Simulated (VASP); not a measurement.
# Si5As3 (P-31m) in VASP: notebook, part 2 of 2

VASP 6.6.1. The steps go on from the part before.

## 3. Single point, PBE (atoms taken out)

The input, INCAR:

```
SYSTEM = Si5As3
ALGO     = Normal         ! electronic algorithm
EDIFF    = 1E-6           ! SCF threshold, eV
ENCUT    = 520            ! plane-wave cutoff, eV
GGA      = PE             ! functional
ISIF     = 2              ! what is computed and relaxed
ISMEAR   = 0              ! smearing method
LASPH    = .True.         ! aspherical terms in the spheres
LCHARG   = .False.        ! write CHGCAR
LREAL    = Auto         
LWAVE    = .False.        ! write WAVECAR
NBANDS   = 49             ! bands
NELM     = 100            ! most SCF steps
PREC     = Accurate       ! precision mode
SIGMA    = 0.02           ! smearing width, eV
```

The input, KPOINTS:

```
k-points
0
Gamma
  6 6 4
  0 0 0
```

The input, POSCAR:

```
Si5As3
1.0
    6.7092600662      0.0000000000      0.0000000000
   -3.3546300331      5.8103896580      0.0000000000
    0.0000000000      0.0000000000      9.1411702067
Si As
10 6
Direct
    0.3346265094      0.3346265094      0.5424556850
    0.3346265094      0.0000000000      0.4575443150
    0.6653734906      0.0000000000      0.5424556850
    0.6653734906      0.6653734906      0.4575443150
    0.6666666667      0.3333333333      0.1295247886
    0.6666666667      0.3333333333      0.8704752114
    0.0000000000      0.3346265094      0.4575443150
    0.0000000000      0.6653734906      0.5424556850
    0.3333333333      0.6666666667      0.8704752114
    0.3333333333      0.6666666667      0.1295247886
    0.3049696657      0.3049696657      0.8051666592
    0.3049696657      0.0000000000      0.1948333408
    0.6950303343      0.0000000000      0.8051666592
    0.6950303343      0.6950303343      0.1948333408
    0.0000000000      0.3049696657      0.1948333408
    0.0000000000      0.6950303343      0.8051666592
```

Potentials or basis: VASP PAW PBE potentials, release 64 (Si, As).

Run with:

```sh
cat potpaw_PBE.64/Si/POTCAR potpaw_PBE.64/As/POTCAR > POTCAR
mpirun -np 1 vasp_std > vasp.out
```

OUTCAR:

```text
SYSTEM = Si5As3
   EDIFF = 1E-6
   ENCUT = 520
   GGA = PE
   ISIF = 2
   ISMEAR = 0
   LASPH = .True.
   LREAL = Auto
   NELM = 100
   PREC = Accurate

 ion  position               nearest neighbor table
   1  0.335  0.335  0.542-   4 2.35   7 2.38   2 2.38  11 2.41
   2  0.335  0.000  0.458-   3 2.35   1 2.38   8 2.38  12 2.41
   3  0.665  0.000  0.542-   2 2.35   4 2.38   7 2.38  13 2.41
   4  0.665  0.665  0.458-   1 2.35   8 2.38   3 2.38  14 2.41
   5  0.667  0.333  0.130-   6 2.37  15 2.41  12 2.41  14 2.41
   6  0.667  0.333  0.870-   5 2.37  13 2.41  16 2.41  11 2.41
[... 1437 lines left out ...]
  Total        0.3050194      0.3050194      0.2896172      0.0000000      0.0000000     -0.0000000
  in kB        1.3713754      1.3713754      1.3021268      0.0000000      0.0000000     -0.0000000
  external PRESSURE =       1.3482925 kB  Pullay stress =       0.0000000 kB

 VOLUME and BASIS-vectors are now :
 -----------------------------------------------------------------------------
  energy-cutoff  :      520.00
  volume of cell :      356.35
      direct lattice vectors                 reciprocal lattice vectors
     6.709260066  0.000000000  0.000000000     0.149047733  0.086052749  0.000000000
    -3.354630033  5.810389658  0.000000000     0.000000000  0.172105497  0.000000000
     0.000000000  0.000000000  9.141170207     0.000000000  0.000000000  0.109395184

 POSITION                                       TOTAL-FORCE (eV/Angst)
 -----------------------------------------------------------------------------------
      1.12255      1.94431      4.95868        -0.000134     -0.000232     -0.034688
      2.24510      0.00000      4.18249        -0.000268     -0.000000      0.034688
      4.46416      0.00000      4.95868         0.000268      0.000000     -0.034688
      2.23208      3.86608      4.18249         0.000134      0.000232      0.034688
      3.35463      1.93680      1.18401         0.000000     -0.000000     -0.013695
      3.35463      1.93680      7.95716        -0.000000     -0.000000      0.013695
[... 8 lines left out ...]
     -1.02306      1.77199      1.78100         0.015468     -0.026791     -0.017058
     -2.33157      4.03840      7.36017        -0.015468      0.026791      0.017058
 -----------------------------------------------------------------------------------
    total drift:                               -0.000000      0.000000      0.000000

  FREE ENERGIE OF THE ION-ELECTRON SYSTEM (eV)
  ---------------------------------------------------
  free  energy   TOTEN  =       -82.5810361345 eV

  energy  without entropy=      -82.5810361345  energy(sigma->0) =      -82.58103613
```

OSZICAR:

```text
N       E                     dE             d eps       ncg     rms          rms(c)
DAV:   1     0.230349461139E+03    0.23035E+03   -0.26926E+04  2352   0.118E+03
DAV:   2    -0.614542462619E+02   -0.29180E+03   -0.27898E+03  2852   0.178E+02
DAV:   3    -0.830211242086E+02   -0.21567E+02   -0.21228E+02  2927   0.460E+01
DAV:   4    -0.835330592194E+02   -0.51194E+00   -0.50922E+00  2968   0.799E+00
DAV:   5    -0.835448681903E+02   -0.11809E-01   -0.11797E-01  3056   0.123E+00    0.121E+01
DAV:   6    -0.828741741124E+02    0.67069E+00   -0.38416E-01  2920   0.209E+00    0.722E+00
DAV:   7    -0.825713076574E+02    0.30287E+00   -0.87140E-01  2965   0.314E+00    0.466E-01
DAV:   8    -0.825790221970E+02   -0.77145E-02   -0.88946E-02  2784   0.108E+00    0.417E-01
DAV:   9    -0.825800018221E+02   -0.97963E-03   -0.36122E-03  3103   0.211E-01    0.247E-01
DAV:  10    -0.825808310652E+02   -0.82924E-03   -0.28190E-03  2880   0.198E-01    0.610E-02
DAV:  11    -0.825810158598E+02   -0.18479E-03   -0.61076E-04  2918   0.871E-02    0.730E-02
DAV:  12    -0.825810124301E+02    0.34298E-05   -0.55877E-05  2920   0.289E-02    0.469E-02
DAV:  13    -0.825810326694E+02   -0.20239E-04   -0.31298E-05  2752   0.209E-02    0.233E-02
DAV:  14    -0.825810354202E+02   -0.27509E-05   -0.90587E-06  2880   0.113E-02    0.343E-03
DAV:  15    -0.825810361345E+02   -0.71424E-06   -0.12559E-06  1784   0.376E-03
   1 F= -.82581036E+02 E0= -.82581036E+02  d E =-.131584E-24
```

stdout:

```text
POSCAR found type information on POSCAR SiAs
 POSCAR found :  2 types and      16 ions
 scaLAPACK will be used
 LDA part: xc-table for (Slater+PW92), standard interpolation
 POSCAR, INCAR and KPOINTS ok, starting setup
 FFT: planning ... GRIDC
 FFT: planning ... GRID_SOFT
 FFT: planning ... GRID
 WAVECAR not read
 entering main loop
```

Run time: 4.5 min. Hardware: 1 thread of Intel Xeon 6975P-C (Granite Rapids), shared host; peak memory 0.55 GiB.

Results:

* Free energy: -82.5810 eV
* Pressure: 0.1 GPa
* Largest force: 0.035 eV/Å
* Band gap on the k mesh: 0.48 eV (least direct gap 0.80 eV)

Forces on the atoms (eV/Å):
```
Si   0.000  0.000 -0.035
Si   0.000  0.000  0.035
Si   0.000  0.000 -0.035
Si   0.000  0.000  0.035
Si   0.000  0.000 -0.014
Si   0.000  0.000  0.014
Si   0.000  0.000  0.035
Si   0.000  0.000 -0.035
Si   0.000  0.000  0.014
Si   0.000  0.000 -0.014
As  -0.015 -0.027  0.017
As  -0.031  0.000 -0.017
As   0.031  0.000  0.017
As   0.015  0.027 -0.017
As   0.015 -0.027 -0.017
As  -0.015  0.027  0.017
```

Caveat: the cell differs from its parent crystal (atoms taken out); semilocal functionals underestimate gaps, and a narrow one can read as zero.
